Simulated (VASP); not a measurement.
A run of VASP 6.6.1:

File POSCAR:

```
Mo
1.0
    0.0000000000      2.8232731683      2.8232731683
    2.8232731683      0.0000000000      2.8232731683
    2.8232731683      2.8232731683      0.0000000000
Mo
2
Direct
    0.0000000000      0.0000000000      0.0000000000
    0.2500000000      0.2500000000      0.2500000000
```

The input INCAR.step1:

```
ALGO = Normal
EDIFF = 1E-4
ENCUT = 520
GGA = PE
ISMEAR = -1
LASPH = True
LCHARG = False
LREAL = False
LWAVE = True
NBANDS = 21
NELM = 80
PREC = Accurate
SIGMA = 0.1
```

Contents of INCAR.step2:

```
ALGO = Normal
EDIFF = 1E-6
ENCUT = 520
ISIF = 2
ISMEAR = -1
ISTART = 1
LASPH = True
LCHARG = False
LMIXTAU = True
LREAL = False
LWAVE = False
METAGGA = R2SCAN
NBANDS = 21
NELM = 80
PREC = Accurate
SIGMA = 0.1
```

Contents of KPOINTS:

```
k-points
0
Gamma
  6 6 6
```

Potentials or basis: VASP PAW PBE potentials, release 64 (Mo_sv).

Launch:

```console
$ cat potpaw_PBE.64/Mo_sv/POTCAR > POTCAR
$ cp INCAR.step1 INCAR
$ mpirun -np 1 vasp_std > vasp.out
$ cp INCAR.step2 INCAR
$ mpirun -np 1 vasp_std > vasp.out
```

Hardware: 1 thread of AMD EPYC 9R45 96-Core Processor (Zen 5), with other jobs on the host.

Q: Estimate the wall time of this run.

A: Wall time 41 s on 1 thread of AMD EPYC 9R45 96-Core Processor (Zen 5), on a shared host, peak memory 0.14 GiB. Counts: k points 16.
